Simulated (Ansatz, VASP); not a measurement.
**Two plane-wave programs on Co**

File INCAR:

```
PREC = Accurate
ENCUT = 520
EDIFF = 1E-6
ISMEAR = -1
SIGMA = 0.05
LREAL = False
LASPH = True
NELM = 150
ALGO = Normal
ISIF = 2
LWAVE = False
LCHARG = False
ISPIN = 2
MAGMOM = 1.717
LORBIT = 11
LMAXMIX = 4
GGA = PE
NBANDS = 14
```

KPOINTS

```
regular mesh
0
Gamma
  17 17 17
```

File POSCAR:

```
Co
1.0
    0.0000000000      1.8288709637      1.8288709637
    1.8288709637      0.0000000000      1.8288709637
    1.8288709637      1.8288709637      0.0000000000
Co
1
Direct
    0.0000000000      0.0000000000      0.0000000000
```

Input for Ansatz:

```yaml
crystal:
  lattice:
    - [0.0, 1.8288709637, 1.8288709637]
    - [1.8288709637, 0.0, 1.8288709637]
    - [1.8288709637, 1.8288709637, 0.0]
  atoms:
    - { symbol: Co, position: [0.0, 0.0, 0.0], spin: 1.717 }
hamiltonian:
  xc: pbe
  pseudopotentials:
    kind: paw
    azcp:
      Co: "pseudopotentials/Co.paw.azcp"
basis:
  ecutwfc: 420
  fft_grid_basis: typed
kpoints:
  mp_grid: { grid: [17, 17, 17], shift: [0, 0, 0] }
magnetization:
  spin_polarized: true
scf:
  occupations: { method: fermi_dirac, width: 0.05 }
  lower_state_search: "off"
output:
  stress: true
```

Alike in both runs: task single point; functional PBE; k mesh 17 × 17 × 17; occupations fermi-dirac, width 0.05 eV; collinear spin.

|  | VASP | Ansatz |
| --- | --- | --- |
| version | VASP 6.6.1 | Ansatz 0.2.0 |
| potentials or method | VASP PAW PBE potentials, release 64 (Co), cutoff 520 eV | plane waves (420 eV) with PAW, scalar-relativistic |
| valence electrons in the cell | 9 | 17 |

```tsv
	VASP	Ansatz	Ansatz less VASP
pressure (GPa)	-18.7	-18.5	+0.21
net moment per atom (μB)	1.71	1.73	+0.017
size of the moment on the site where the two differ most (μB)	1.75	1.81	+0.057
```

Site moments also hang on the region over which each program counts them. VASP's potentials hold 9 valence electrons a cell and Ansatz's 17, so a difference there can come from the potentials and not from the codes.
